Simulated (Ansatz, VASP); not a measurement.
# PbSe in VASP and in Ansatz

```
CELL_PARAMETERS angstrom
4.38526 0.00000 0.00000
-0.01024 4.38525 0.00000
-2.18751 -2.19262 11.92025
ATOMIC_POSITIONS crystal
Pb 0.80684 0.80730 0.61844
Pb 0.18545 0.19981 0.38238
Se 0.28733 0.32315 0.62319
Se 0.68427 0.69990 0.37796
```

Change from the starting cell: volume scaled by 0.98.

Alike in both runs: task single point; functional LDA; k mesh 6 × 6 × 3; occupations fermi-dirac, width 0.05 eV; no spin polarisation.

|  | VASP | Ansatz |
| --- | --- | --- |
| version | VASP 6.6.1 | Ansatz 0.2.0 |
| potentials or method | VASP PAW LDA potentials, release 64 (Pb_d, Se), cutoff 520 eV | all-electron LAPW, scalar-relativistic |

VASP gave:

* gap on the k mesh at the Fermi level (eV): 1.46
* least direct gap on the mesh (eV): 1.46
* rms of the force components (eV/Å): 0.251

Question: Which values does Ansatz return?

Answer: gap on the k mesh at the Fermi level (eV): 1.47; least direct gap on the mesh (eV): 1.47; rms of the force components (eV/Å): 0.260.

LDA's correlation is that of Perdew and Zunger in VASP and of Perdew and Wang (1992) in Ansatz. Atom by atom the forces differ by 0.010 eV/Å (rms over components). Ansatz ran all-electron here, and VASP with PAW potentials.

Spin-orbit coupling is off throughout.
